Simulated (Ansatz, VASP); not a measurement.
# Pt: VASP beside Ansatz

```
Pt
1.0
     1.38317    0.79857    7.07930
    -1.38317    0.79857    7.07930
     0.00000   -1.59715    7.07930
Pt
3
Direct
  0.00000 0.00000 0.00000
  0.22267 0.22267 0.22267
  0.77733 0.77733 0.77733
```

Alike in both runs: functional PBE; k mesh 6 × 6 × 6; occupations gaussian, width 0.1 eV; no spin polarisation.

Ansatz relaxed the structure, and its values are those at the end. VASP's run is a single point on that final structure, the one shown.

|  | VASP | Ansatz |
| --- | --- | --- |
| version | VASP 6.6.1 | Ansatz 0.2.0 |
| potentials or method | VASP PAW PBE potentials, release 64 (Pt), cutoff 520 eV | scalar-relativistic, plane waves, PAW |
| valence electrons in the cell | 30 | 54 |

VASP gave:

| Quantity | Value |
| --- | --- |
| gap on the k mesh at the Fermi level (eV) | none |
| pressure (GPa) | -0.5 |

Question: Estimate Ansatz's values.

Answer: gap on the k mesh at the Fermi level (eV): none; pressure (GPa): 0.1.

A gap of «none» marks a metal or a gap that the smearing closes. The functional is the same, so the differences come from potentials, cutoffs and numerics. VASP's potentials hold 30 valence electrons a cell and Ansatz's 54, so a difference there can come from the potentials and not from the codes.

The k mesh is coarse, so the values compare programs but aren't converged. Neither program's run includes spin-orbit coupling.
